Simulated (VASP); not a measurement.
# Ge (Imma) in VASP: a series of runs

Ge is run at these levels: PBEsol; tasks: single point.

Everything below comes from runs of VASP 6.6.1. Logs are shortened: lines on timing, memory, paths and dates and some standing lists are left out, and cuts for length are marked.

### 1 The cell of the first run

The structure is orthorhombic, space group Imma (No. 74). The conventional cell has a = 4.924 Å, b = 5.230 Å, c = 2.835 Å, α = 90.00°, β = 90.00°, γ = 90.00°. Within 3.6 Å of Ge (site symmetry mm2) lie 10 Ge at 2.64 to 3.60 Å.

### 2 Single point, PBEsol (18.25 Å³/atom)

The input, INCAR:

```
PREC = Accurate
ENCUT = 500
EDIFF = 1E-6
ISMEAR = -1
SIGMA = 0.03
LREAL = False
LASPH = True
NELM = 120
ALGO = Normal
ISIF = 2
LWAVE = False
LCHARG = False
GGA = PS
NBANDS = 21
GGA_COMPAT = False
```

The input, KPOINTS:

```
Automatic mesh
0
Gamma
  15 15 15
```

The input, POSCAR:

```
Ge
1.0
   -2.4621655136      2.6150361352      1.4175264166
    2.4621655136     -2.6150361352      1.4175264166
    2.4621655136      2.6150361352     -1.4175264166
Ge
2
Direct
    0.6859430000      0.9359430000      0.7500000000
    0.3140570000      0.0640570000      0.2500000000
```

Potentials or basis: VASP PAW PBE potentials, release 64 (Ge_d).

Started as:

```
$ cat potpaw_PBE.64/Ge_d/POTCAR > POTCAR
$ mpirun -np 1 vasp_std > vasp.out
```

OUTCAR:

```text
PREC = Accurate
   ENCUT = 500
   EDIFF = 1E-6
   ISMEAR = -1
   LREAL = False
   LASPH = True
   NELM = 120
   ISIF = 2
   GGA = PS

 ion  position               nearest neighbor table
   1  0.686  0.936  0.750-   2 2.64   2 2.64   2 2.68   2 2.68
   2  0.314  0.064  0.250-   1 2.64   1 2.64   1 2.68   1 2.68

  LATTYP: Found a body centered orthorhombic cell.
 ALAT       =     2.8350528332
 B/A-ratio  =     1.7369450648
 C/A-ratio  =     1.8447882908

  Lattice vectors:

 A1 = (   2.4621655136,  -2.6150361352,   1.4175264166)
 A2 = (  -2.4621655136,  -2.6150361352,  -1.4175264166)
 A3 = (   2.4621655136,   2.6150361352,  -1.4175264166)

Analysis of symmetry for initial positions (statically):
=====================================================================
 Subroutine PRICEL returns:
 Original cell was already a primitive cell.

 Routine SETGRP: Setting up the symmetry group for a
 body centered orthorhombic supercell.

 Subroutine GETGRP returns: Found  8 space group operations
 (whereof  4 operations were pure point group operations)
 out of a pool of  8 trial point group operations.

The static configuration has the point symmetry C_2h.
 The point group associated with its full space group is D_2h.

Analysis of symmetry for dynamics (positions and initial velocities):
=====================================================================
 Subroutine PRICEL returns:
 Original cell was already a primitive cell.

 Routine SETGRP: Setting up the symmetry group for a
 body centered orthorhombic supercell.

 Subroutine GETGRP returns: Found  8 space group operations
 (whereof  4 operations were pure point group operations)
 out of a pool of  8 trial point group operations.

The dynamic configuration has the point symmetry C_2h.
 The point group associated with its full space group is D_2h.

 Subroutine INISYM returns: Found  8 space group operations
 (whereof  4 operations are pure point group operations),
 and found     1 'primitive' translations

----------------------------------------------------------------------------------------

                                     Primitive cell

  volume of cell :      36.5078

  direct lattice vectors                    reciprocal lattice vectors
    -2.462165514  2.615036135  1.417526417     0.000000000  0.191201947  0.352727113
[... 75 lines left out ...]
   NGXF,Y,Z  is equivalent  to a cutoff of  24.11, 24.11, 24.11 a.u.
 SYSTEM =  unknown system
   PREC   = accura    normal or accurate (medium, high low for compatibility)
   ISTART =      0    job   : 0-new  1-cont  2-samecut
   ICHARG =      2    charge: 1-file 2-atom 10-const
   ISPIN  =      1    spin polarized calculation?
   LNONCOLLINEAR =      F non collinear calculations
   LSORBIT =      F    spin-orbit coupling
   LASPH  =      T    aspherical Exc in radial PAW
   ENCUT  =  500.0 eV  36.75 Ry    6.06 a.u.   7.04  7.04  7.04*2*pi/ulx,y,z
   NELM   =    120;   NELMIN=  2; NELMDL= -5     # of ELM steps
   EDIFF  = 0.1E-05   stopping-criterion for ELM
   LREAL  =      F    real-space projection
   EDIFFG = 0.1E-04   stopping-criterion for IOM
   NSW    =      0    number of steps for IOM
   IBRION =     -1    ionic relax: 0-MD 1-quasi-New 2-CG
   NFREE  =      0    steps in history (QN), initial steepest desc. (CG)
   ISIF   =      2    stress and relaxation
   ISYM   =      2    0-nonsym 1-usesym 2-fastsym
   POTIM  = 0.5000    time-step for ionic-motion
   TEBEG  =    0.0;   TEEND  =   0.0 temperature during run
   PSTRESS=    0.0 pullay stress
   NELECT =      28.0000    total number of electrons
   NUPDOWN=      -1.0000    fix difference up-down
   EMIN   =  10.00;   EMAX   =-10.00  energy-range for DOS
   EFERMI =   0.00;   METHOD = LEGACY
   ISMEAR =    -1;   SIGMA  =   0.03  broadening in eV -4-tet -1-fermi 0-gaus
   EFERMI_NEDOS =   21; number of points for ismear=-14 and -15
   IALGO  =     38    algorithm
   IMIX   =      4    mixing-type and parameters
     AMIX     =   0.40;   BMIX     =  1.00
     AMIX_MAG =   1.60;   BMIX_MAG =  1.00
  volume/ion in A,a.u.               =      18.25       123.18
  Fermi-wavevector in a.u.,A,eV,Ry     =   1.498530  2.831811 30.553141  2.245593
  Thomas-Fermi vector in A             =   2.610277
   LORBIT       =      0    0 simple, 1 ext, 2 COOP (PROOUT), +10 PAW based schemes
   GGA     = PS    functional components
   LHFCALC =     F    Hartree Fock is set to
   AEXX    =    0.0000 exact exchange contribution
   IVDW    =     0    specifies the selected vdW correction
   LEPSILON=     F    determine dielectric tensor
   LRPA    =     F    only Hartree local field effects (RPA)
 non-spin polarized calculation
  energy-cutoff  :      500.00
  volume of cell :       36.51
 maximum number of plane-waves:       941
   NGX = 15   NGY = 15   NGZ = 15

 number of electron      28.0000005 magnetization

 Free energy of the ion-electron system (eV)
  ---------------------------------------------------
  ext. energy  EPLUGINS =         0.00000000
  ---------------------------------------------------
  free energy    TOTEN  =        -9.52298485 eV

  energy without entropy =       -9.52081501  energy(sigma->0) =       -9.52189993

 E-fermi :   6.8230     XC(G=0): -11.5464

 val. band max:        6.8133720678   @ k =   0.2667   0.3333  -0.0000
 cond. band min:       6.8242184494   @ k =   0.3333   0.0667   0.0667
 fundamental gap:      0.0108463815
 Fermi energy:         6.8229848506

 k-point     1 :       0.0000    0.0000    0.0000
  band No.  band energies     occupation
      1     -17.8746      2.00000
      2     -17.7849      2.00000
      3     -17.7847      2.00000
      4     -17.7815      2.00000
      5     -17.7406      2.00000
      6     -17.7001      2.00000
[... 565 lines left out ...]
     20      16.9985      0.00000
     21      17.7586      0.00000

 [... further k-points ...]
[... 5 lines left out ...]
  --------------------------------------------------------------------------------------
  -------------------------------------------------------------------------------------
  Total        0.1518504     -0.1219741      0.1573660      0.0000000      0.0000000      0.0000000
  in kB        6.6640836     -5.3529385      6.9061418      0.0000000      0.0000000      0.0000000
  external PRESSURE =       2.7390956 kB  Pullay stress =       0.0000000 kB

 VOLUME and BASIS-vectors are now :
 -----------------------------------------------------------------------------
  energy-cutoff  :      500.00
  volume of cell :       36.51
      direct lattice vectors                 reciprocal lattice vectors
    -2.462165514  2.615036135  1.417526417     0.000000000  0.191201947  0.352727113
     2.462165514 -2.615036135  1.417526417     0.203073269  0.000000000  0.352727113
     2.462165514  2.615036135 -1.417526417     0.203073269  0.191201947  0.000000000

 POSITION                                       TOTAL-FORCE (eV/Angst)
 -----------------------------------------------------------------------------------
      2.46217      1.30752      1.23592         0.000000      0.000000     -0.044615
      0.00000      1.30752      0.18160        -0.000000     -0.000000      0.044615
 -----------------------------------------------------------------------------------
    total drift:                               -0.000000     -0.000000      0.000000

  FREE ENERGIE OF THE ION-ELECTRON SYSTEM (eV)
  ---------------------------------------------------
  free  energy   TOTEN  =        -9.5229848469 eV

  energy  without entropy=       -9.5208150085  energy(sigma->0) =       -9.52189993
```

Run time: 2.5 min. Hardware: 1 thread of Oxide Virtual Turin-like, shared host; peak memory 0.35 GiB.

Results:

```yaml
Free_energy: -9.5230 eV
Pressure: 0.3 GPa
Largest_force: 0.045 eV/Å
Band_gap_on_the_k_mesh: zero (bands 14 and 15 overlap by 6.14 eV)
```

Forces on the atoms (eV/Å):
```
Ge   0.000  0.000 -0.045
Ge   0.000  0.000  0.045
```

Stress tensor (GPa, compression positive):
```
 0.67  0.00  0.00
 0.00 -0.54  0.00
 0.00  0.00  0.69
```

Levels at points of the mesh, in eV from the Fermi level:
```
           k point  band 11  band 12  band 13  band 14  band 15  band 16  band 17  band 18
(0.00, 0.00, 0.00)   -13.44    -3.65    -2.45    -1.99     3.36     7.20     7.48     8.23
```

Caveat: the PAW data sets were made with another functional, which shifts forces and pressure a little.

### 3 Single point, PBEsol

This run uses another cell than the first one, of 19.01 Å³/atom.

The input, INCAR:

```
PREC = Accurate
ENCUT = 500
EDIFF = 1E-6
ISMEAR = -1
SIGMA = 0.03
LREAL = F
LASPH = T
NELM = 120
ALGO = Normal
ISIF = 2
LWAVE = F
LCHARG = F
GGA = PS
NBANDS = 21
GGA_COMPAT = F
```

KPOINTS is that of step 2.

The input, POSCAR:

```
Ge
1.0
   -2.4958980000      2.6508630000      1.4369470000
    2.4958980000     -2.6508630000      1.4369470000
    2.4958980000      2.6508630000     -1.4369470000
Ge
2
Direct
    0.6859430000      0.9359430000      0.7500000000
    0.3140570000      0.0640570000      0.2500000000
```

Potentials or basis: VASP PAW PBE potentials, release 64 (Ge_d).

Started as:

```
$ cat potpaw_PBE.64/Ge_d/POTCAR > POTCAR
$ mpirun -np 1 vasp_std > vasp.out
```

Run time: 4 min. Hardware: 1 thread of Oxide Virtual Turin-like, shared host; peak memory 0.37 GiB.

It converged, with:

```yaml
Free_energy: -9.5131 eV
Pressure: -2.7 GPa
Largest_force: 0.044 eV/Å
Band_gap_on_the_k_mesh: zero (bands 14 and 15 overlap by 5.84 eV)
```

Forces in eV/Å, atoms in the order of the input:
```
Ge   0.000  0.000 -0.044
Ge   0.000  0.000  0.044
```

Stress tensor (GPa, compression positive):
```
-2.54  0.00  0.00
 0.00 -3.26  0.00
 0.00  0.00 -2.35
```

Levels at points of the mesh, in eV from the Fermi level:
```tsv
k point	band 12	band 13	band 14	band 15	band 16	band 17
(0.00, 0.00, 0.00)	-3.80	-2.32	-1.88	3.45	6.97	7.20
```

Caveat: the PAW data sets were made with another functional, which shifts forces and pressure a little.
